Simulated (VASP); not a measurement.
**BaZrO3: relaxation of cell and atoms with LDA**

Crystal: BaZrO3.

```xyz
5
Lattice="4.1913 0.0000 0.0000 0.0000 4.1913 0.0000 0.0000 0.0000 4.1913" Properties=species:S:1:pos:R:3 pbc="T T T"
Ba    0.0000    0.0000    0.0000
Zr    2.0957    2.0957    2.0957
O     0.0000    2.0957    2.0957
O     2.0957    0.0000    2.0957
O     2.0957    2.0957    0.0000
```

```yaml
Program: VASP 6.6.1
Task: relaxation of cell and atoms
Functional: LDA
Potentials_or_basis: VASP PAW LDA potentials, release 64 (Ba_sv, Zr_sv, O)
Cutoff: 600 eV
k_mesh: 3 × 3 × 3
Occupations: gaussian, width 0.01 eV
Spin: no spin polarisation
Target_pressure: 10 GPa
Dipole_correction: no
Further_INCAR_settings: ALGO = Normal; EDIFF = 1e-06; IBRION = 2; EDIFFG = -0.1; NSW = 60; ISIF = 3
```

```
Relaxed volume                                         : 13.71 Å³/atom
Relaxed cell                                           : a = 4.092 Å, b = 4.092 Å, c = 4.092 Å, α = 90.00°, β = 90.00°, γ = 90.00°
Space group after relaxing (to 0.05 Å)                 : Pm-3m (No. 221)
Energy change on relaxing (the enthalpy is what falls) : +15.3 meV/atom
Ionic steps                                            : 3
Pressure after relaxing                                : 9.5 GPa
Band gap on the k mesh                                 : 3.29 eV, direct
```

Step by step:
```
step  energy change (eV)  largest force (eV/Å)  pressure (GPa)  volume (Å³)
   1              0.0000                0.0000           -3.81        73.63
   2              1.2251                0.0000           42.01        60.92
   3              0.0766                0.0000            9.48        68.54
```

Final structure:
```
Ba Zr O
1.0
     4.09235    0.00000    0.00000
     0.00000    4.09235    0.00000
     0.00000    0.00000    4.09235
Ba Zr O
1 1 3
Direct
  0.00000 0.00000 0.00000
  0.50000 0.50000 0.50000
  0.00000 0.50000 0.50000
  0.50000 0.00000 0.50000
  0.50000 0.50000 0.00000
```

Levels at points of the mesh, in eV from the valence-band top:
```tsv
k point	band 17	band 18	band 19	band 20	band 21	band 22	band 23	band 24
(0.00, 0.00, 0.00)	-1.00	0.00	0.00	0.00	3.29	3.29	3.29	4.70
```

Wall time 27 s on 1 thread of Intel Xeon 6975P-C, on a shared host, peak memory 0.18 GiB.

Caveat: the k points lie up to 0.51 Å⁻¹ apart in the final cell; the cell is relaxed towards a set pressure, so the enthalpy falls and the energy may rise; spin-orbit coupling is left out, which moves the levels of the heavy elements. A k mesh can miss the band edges.
